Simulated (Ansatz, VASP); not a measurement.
**Two plane-wave programs on ZnPtC6N6**

```
CELL_PARAMETERS angstrom
0.00000 5.09450 5.09450
5.09450 0.00000 5.09450
5.09450 5.09450 0.00000
ATOMIC_POSITIONS crystal
Zn 0.00000 0.00000 0.00000
Pt 0.50000 0.50000 0.50000
C 0.81186 0.18814 0.18814
C 0.18814 0.81186 0.18814
C 0.18814 0.18814 0.81186
C 0.18814 0.81186 0.81186
C 0.81186 0.18814 0.81186
C 0.81186 0.81186 0.18814
N 0.69703 0.30297 0.30297
N 0.30297 0.69703 0.30297
N 0.30297 0.30297 0.69703
N 0.30297 0.69703 0.69703
N 0.69703 0.30297 0.69703
N 0.69703 0.69703 0.30297
```

Alike in both runs: task single point; functional PBE; k mesh 4 × 4 × 4; occupations gaussian, width 0.1 eV; no spin polarisation.

|  | VASP | Ansatz |
| --- | --- | --- |
| version | VASP 6.6.1 | Ansatz 0.2.0 |
| potentials or method | VASP PAW PBE potentials, release 64 (Zn, Pt, C, N), cutoff 520 eV | scalar-relativistic, plane waves, PAW |
| valence electrons in the cell | 76 | 84 |

Ansatz gave:

```
gap on the k mesh at the Fermi level (eV) : 1.50
least direct gap on the mesh (eV)         : 1.54
pressure (GPa)                            : 8.4
rms of the force components (eV/Å)        : 1.363
```

Problem. What did VASP give for the same quantities?

Solution. gap on the k mesh at the Fermi level (eV): 1.49; least direct gap on the mesh (eV): 1.53; pressure (GPa): 8.8; rms of the force components (eV/Å): 1.248.

Atom by atom the forces differ by 0.187 eV/Å (rms over components). The functional is the same, so the differences come from potentials, cutoffs and numerics. VASP's potentials hold 76 valence electrons a cell and Ansatz's 84, so a difference there can come from the potentials and not from the codes.

Neither program's run includes spin-orbit coupling. Noted on VASP's run: the standard files for N, O and F lose accuracy on very short bonds.
